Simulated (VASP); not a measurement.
Wanted: the native input for a VASP 6.6.1 run.

- Task: single point
- Functional: PBE
- Potentials or basis: VASP PAW PBE potentials, release 64 (Na_pv, Ru_pv, S)
- Cutoff: 520 eV
- k mesh: 4 × 4 × 4
- Occupations: gaussian, width 0.1 eV
- Spin: no spin polarisation
- Dipole correction: no
- Further INCAR settings: ALGO = Normal; EDIFF = 1e-06; NBANDS = 28

The structure of NaRuS3 lies in POSCAR:

```
NaRuS3
1.0
    4.6818376466      0.0000000000      0.0000000000
    0.0000000000      4.6818376466      0.0000000000
    0.0000000000      0.0000000000      4.6894287397
Na Ru S
1 1 3
Direct
    0.0000000000      0.0000000000      0.0000000000
    0.5000000000      0.5000000000      0.5000000000
    0.5000000000      0.5000000000      0.0000000000
    0.5000000000      0.0000000000      0.5000000000
    0.0000000000      0.5000000000      0.5000000000
```

These files were run (other wordings do the same):

INCAR

```
  PREC = Accurate
  ENCUT = 520
  EDIFF = 1E-6
  ISMEAR = 0
  SIGMA = 0.1
  LREAL = F
  LASPH = T
  NELM = 60
  ALGO = Normal
  ISIF = 2
  LWAVE = F
  LCHARG = F
  GGA = PE
  NBANDS = 28
```

KPOINTS

```
Automatic mesh
0
Gamma
  4 4 4
```

Potentials or basis: VASP PAW PBE potentials, release 64 (Na_pv, Ru_pv, S).

Run with:

```console
$ cat potpaw_PBE.64/Na_pv/POTCAR potpaw_PBE.64/Ru_pv/POTCAR potpaw_PBE.64/S/POTCAR > POTCAR
$ mpirun -np 1 vasp_std > vasp.out
```

It gave:

```
Pressure               : -0.1 GPa
Band gap on the k mesh : zero (an odd number of electrons rules out a gap without spin polarisation)
```

It took 26 s on 1 thread of Intel(R) Xeon(R) 6975P-C (Granite Rapids), with other jobs on the host, peak memory 0.22 GiB.
